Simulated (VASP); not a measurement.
# Hf (I4/mmm) in VASP: single point with PBEsol

Aim: the single point of Hf with PBEsol.

All numbers are computed with VASP 6.6.1; they aren't measurements. Logs are shortened: lines on timing, memory, paths and dates and some standing lists are left out, and cuts for length are marked.

**1. The cell of the first run**

Symmetry: I4/mmm, No. 139, tetragonal system. Conventional cell: a = 3.140 Å, b = 3.140 Å, c = 4.329 Å, α = 90.00°, β = 90.00°, γ = 90.00°. Hf (site symmetry 4/mmm) has 12 Hf at 3.10 to 3.14 Å within 4.1 Å.

**2. Single point, PBEsol (strain -0.0250 x Voigt [1, 0, 0, 0, 0, 0])**

INCAR

```
PREC = Accurate
ENCUT = 520
EDIFF = 1E-6
ISMEAR = 0
SIGMA = 0.15
LREAL = F
LASPH = T
NELM = 100
ALGO = Normal
ISIF = 2
LWAVE = F
LCHARG = F
GGA = PS
NBANDS = 11
```

KPOINTS

```
Automatic mesh
0
Gamma
  18 18 18
```

POSCAR

```
Hf
1.0
    0.0000000000      2.2200000000      2.2200000000
    2.1645000000      0.0000000000      2.2200000000
    2.1645000000      2.2200000000      0.0000000000
Hf
1
Direct
    0.0000000000      0.0000000000      0.0000000000
```

Potentials or basis: VASP PAW PBE potentials, release 64 (Hf_pv).

Command:

```console
$ cat potpaw_PBE.64/Hf_pv/POTCAR > POTCAR
$ mpirun -np 1 vasp_std > vasp.out
```

OUTCAR:

```text
PREC = Accurate
   ENCUT = 520
   EDIFF = 1E-6
   ISMEAR = 0
   LREAL = F
   LASPH = T
   NELM = 100
   ISIF = 2
   GGA = PS

 ion  position               nearest neighbor table
   1  0.000  0.000  0.000-

  LATTYP: Found a body centered tetragonal cell.
 ALAT       =     3.1395541085
 C/A-ratio  =     1.3788582233

  Lattice vectors:

 A1 = (  -2.1645000000,   0.0000000000,  -2.2200000000)
 A2 = (  -2.1645000000,   0.0000000000,   2.2200000000)
 A3 = (   2.1645000000,   2.2200000000,   0.0000000000)

Analysis of symmetry for initial positions (statically):
=====================================================================
 Subroutine PRICEL returns:
 Original cell was already a primitive cell.

 Routine SETGRP: Setting up the symmetry group for a
 body centered tetragonal supercell.

 Subroutine GETGRP returns: Found 16 space group operations
 (whereof 16 operations were pure point group operations)
 out of a pool of 16 trial point group operations.

The static configuration has the point symmetry D_4h.

Analysis of symmetry for dynamics (positions and initial velocities):
=====================================================================
 Subroutine PRICEL returns:
 Original cell was already a primitive cell.

 Routine SETGRP: Setting up the symmetry group for a
 body centered tetragonal supercell.

 Subroutine GETGRP returns: Found 16 space group operations
 (whereof 16 operations were pure point group operations)
 out of a pool of 16 trial point group operations.

The dynamic configuration has the point symmetry D_4h.

 Subroutine INISYM returns: Found 16 space group operations
 (whereof 16 operations are pure point group operations),
 and found     1 'primitive' translations

----------------------------------------------------------------------------------------

                                     Primitive cell

  volume of cell :      21.3350

  direct lattice vectors                    reciprocal lattice vectors
     0.000000000  2.220000000  2.220000000    -0.231000231  0.225225225  0.225225225
     2.164500000  0.000000000  2.220000000     0.231000231 -0.225225225  0.225225225
     2.164500000  2.220000000  0.000000000     0.231000231  0.225225225 -0.225225225

  length of vectors
     3.139554108  3.100558055  3.100558055     0.393463989  0.393463989  0.393463989

  position of ions in fractional coordinates (direct lattice)
     0.000000000  0.000000000  0.000000000

  ion indices of the primitive-cell ions
   primitive index   ion index
[... 79 lines left out ...]
   ISIF   =      2    stress and relaxation
   ISYM   =      2    0-nonsym 1-usesym 2-fastsym
   POTIM  = 0.5000    time-step for ionic-motion
   TEBEG  =    0.0;   TEEND  =   0.0 temperature during run
   PSTRESS=    0.0 pullay stress
   NELECT =      10.0000    total number of electrons
   NUPDOWN=      -1.0000    fix difference up-down
   EMIN   =  10.00;   EMAX   =-10.00  energy-range for DOS
   EFERMI =   0.00;   METHOD = LEGACY
   ISMEAR =     0;   SIGMA  =   0.15  broadening in eV -4-tet -1-fermi 0-gaus
   EFERMI_NEDOS =   21; number of points for ismear=-14 and -15
   IALGO  =     38    algorithm
   IMIX   =      4    mixing-type and parameters
     AMIX     =   0.40;   BMIX     =  1.00
     AMIX_MAG =   1.60;   BMIX_MAG =  1.00
  volume/ion in A,a.u.               =      21.34       143.98
  Fermi-wavevector in a.u.,A,eV,Ry     =   1.271677  2.403122 22.002847  1.617164
  Thomas-Fermi vector in A             =   2.404597
   LORBIT       =      0    0 simple, 1 ext, 2 COOP (PROOUT), +10 PAW based schemes
   GGA     = PS    functional components
   LHFCALC =     F    Hartree Fock is set to
   AEXX    =    0.0000 exact exchange contribution
   IVDW    =     0    specifies the selected vdW correction
   LEPSILON=     F    determine dielectric tensor
   LRPA    =     F    only Hartree local field effects (RPA)
 non-spin polarized calculation
 Gauss-broadening in eV      SIGMA  =   0.15
  energy-cutoff  :      520.00
  volume of cell :       21.34
 maximum number of plane-waves:       588
   NGX = 11   NGY = 11   NGZ = 11

 number of electron      10.0000002 magnetization

 Free energy of the ion-electron system (eV)
  ---------------------------------------------------
  ext. energy  EPLUGINS =         0.00000000
  ---------------------------------------------------
  free energy    TOTEN  =       -10.44029809 eV

  energy without entropy =      -10.42453958  energy(sigma->0) =      -10.43241883

 E-fermi :   4.9157     XC(G=0): -11.6116

 val. band max:        4.9140274007   @ k =  -0.3333   0.2222   0.0000
 cond. band min:       4.9176509520   @ k =   0.5000   0.2778   0.1111
 fundamental gap:      0.0036235514
 Fermi energy:         4.9157285661

 k-point     1 :       0.0000    0.0000    0.0000
  band No.  band energies     occupation
      1     -24.8758      2.00000
      2     -24.8758      2.00000
      3     -24.8728      2.00000
      4      -2.4644      2.00000
      5       6.2275      0.00000
      6       6.2275      0.00000
      7       6.5247      0.00000
      8       9.0531      0.00000
      9       9.4926      0.00000
     10      16.4513      0.00000
     11      18.1260      0.00000
[... 309 lines left out ...]
 k-point    24 :      -0.2222    0.0556    0.0000
  band No.  band energies     occupation
      1     -25.3515      2.00000
      2     -24.9713      2.00000
      3     -24.9192      2.00000
      4      -0.5108      2.00000
      5       4.9895      0.48650
      6       6.5161      0.00000
      7       6.9341      0.00000
      8       8.7642      0.00000
      9       9.6576      0.00000
     10      16.8595      0.00000
     11      18.1295      0.00000

 [... further k-points ...]

------------------------ aborting loop because EDIFF is reached ----------------------------------------

  FORCE on cell =-STRESS in cart. coord.  units (eV):
  Direction    XX          YY          ZZ          XY          YZ          ZX
  --------------------------------------------------------------------------------------
  -------------------------------------------------------------------------------------
  Total        0.2323343      0.0433617      0.0433617      0.0000000      0.0000000      0.0000000
  in kB       17.4473876      3.2562923      3.2562923      0.0000000      0.0000000      0.0000000
  external PRESSURE =       7.9866574 kB  Pullay stress =       0.0000000 kB

 VOLUME and BASIS-vectors are now :
 -----------------------------------------------------------------------------
  energy-cutoff  :      520.00
  volume of cell :       21.34
      direct lattice vectors                 reciprocal lattice vectors
     0.000000000  2.220000000  2.220000000    -0.231000231  0.225225225  0.225225225
     2.164500000  0.000000000  2.220000000     0.231000231 -0.225225225  0.225225225
     2.164500000  2.220000000  0.000000000     0.231000231  0.225225225 -0.225225225

 POSITION                                       TOTAL-FORCE (eV/Angst)
 -----------------------------------------------------------------------------------
      0.00000      0.00000      0.00000         0.000000      0.000000      0.000000
 -----------------------------------------------------------------------------------
    total drift:                               -0.000000      0.000000     -0.000000

  FREE ENERGIE OF THE ION-ELECTRON SYSTEM (eV)
  ---------------------------------------------------
  free  energy   TOTEN  =       -10.4402980907 eV

  energy  without entropy=      -10.4245395758  energy(sigma->0) =      -10.43241883
```

stdout:

```text
POSCAR found type information on POSCAR Hf
 POSCAR found :  1 types and       1 ions
 scaLAPACK will be used
 -----------------------------------------------------------------------------
|                                                                             |
|                                                                             |
|     You enforced a specific xc type in the INCAR file but a different       |
|     I HOPE YOU KNOW WHAT YOU ARE DOING!                                     |
|                                                                             |
 -----------------------------------------------------------------------------

 LDA part: xc-table for (Slater+PW92), standard interpolation
 POSCAR, INCAR and KPOINTS ok, starting setup
 FFT: planning ... GRIDC
 FFT: planning ... GRID_SOFT
 FFT: planning ... GRID
 WAVECAR not read
 entering main loop
```

Wall time 2.4 min (1 thread of AMD EPYC 7R43 (Zen 3), shared host); peak memory 0.19 GiB.

Results:

```
Free energy            : -10.4403 eV
Pressure               : 0.8 GPa
Band gap on the k mesh : zero (bands 5 and 6 overlap by 2.14 eV)
```

Levels at points of the mesh, in eV from the Fermi level:
```tsv
k point	band 1	band 2	band 3	band 4	band 5	band 6	band 7	band 8	band 9	band 10
(0.00, 0.00, 0.00)	-29.79	-29.79	-29.79	-7.38	1.31	1.31	1.61	4.14	4.58	11.54
(0.50, 0.00, 0.00)	-30.75	-29.93	-29.90	-3.79	0.77	0.99	1.34	6.53	6.74	9.98
(0.50, 0.50, 0.00)	-30.69	-30.14	-30.10	-3.48	-2.28	2.66	6.64	7.14	7.48	10.27
(0.00, 0.50, 0.50)	-30.69	-30.16	-30.16	-3.43	-2.36	3.09	6.63	7.32	7.32	10.08
```

Caveat: the cell differs from its parent crystal (strain -0.0250 x Voigt [1, 0, 0, 0, 0, 0]); the PAW data sets were made with another functional, which shifts forces and pressure a little; spin-orbit coupling is left out, which moves the levels of the heavy elements.
